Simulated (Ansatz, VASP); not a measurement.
One calculation of HgTe, two programs

```
Hg Te
1.0
    -0.08765    2.87768    2.87768
     2.87768   -0.08765    2.87768
     2.87768    2.87768   -0.08765
Hg Te
1 1
Direct
  0.00000 0.00000 0.00000
  0.50000 0.50000 0.50000
```

Change from the starting cell: equal xy, yz and zx shear strains of -3 %, crystal datasets.

Alike in both runs: task electric field gradients; functional PBE; k mesh 10 × 10 × 10; occupations fermi-dirac, width 0.08 eV; no spin polarisation.

|  | VASP | Ansatz |
| --- | --- | --- |
| version | VASP 6.6.1 | Ansatz 0.2.0 |
| potentials or method | VASP PAW PBE potentials, release 64 (Hg, Te), cutoff 520 eV | all-electron PAW with datasets made for the crystal, scalar-relativistic |

```csv
,VASP,Ansatz,Ansatz less VASP
pressure (GPa),10.6,10.4,-0.24
"traceless stress, the component that is largest in VASP (GPa)",0.47,0.48,+0.005
size of Vzz on the site where it differs most (V/Å²),23.5,18.9,-4.58
```

Ansatz ran all-electron here, and VASP with PAW potentials.

Spin-orbit coupling is off throughout.
